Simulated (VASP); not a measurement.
A run of VASP 6.6.1:

The input INCAR:

```
  PREC = Accurate
  ENCUT = 520
  EDIFF = 1E-6
  ISMEAR = 0
  SIGMA = 0.02
  LREAL = False
  LASPH = True
  NELM = 100
  ALGO = Normal
  ISIF = 2
  LWAVE = False
  LCHARG = False
  GGA = PE
  IVDW = 12
  NBANDS = 20
```

KPOINTS

```
Automatic mesh
0
Gamma
  12 12 4
```

POSCAR

```
MoS2
1.0
    3.1497239970      0.0000000000      0.0000000000
   -1.5748619985      2.7277409963      0.0000000000
    0.0000000000      0.0000000000      6.7140180868
Mo S
1 2
Direct
    0.0000000000      0.0000000000      0.0000000000
    0.3333333333      0.6666666667      0.2335120392
    0.3333333333      0.6666666667      0.7664879608
```

Potentials or basis: VASP PAW PBE potentials, release 64 (Mo_sv, S).

Launch:

```bash
$ cat potpaw_PBE.64/Mo_sv/POTCAR potpaw_PBE.64/S/POTCAR > POTCAR
$ mpirun -np 1 vasp_std > vasp.out
```

Hardware: 1 thread of Intel(R) Xeon(R) 6975P-C (Granite Rapids), with other jobs on the host.

Problem. Estimate the wall time of this run.

Solution. It took 30 s on 1 thread of Intel(R) Xeon(R) 6975P-C (Granite Rapids), on a shared host, peak memory 0.22 GiB. Counts: scf iterations 15, k points 57.
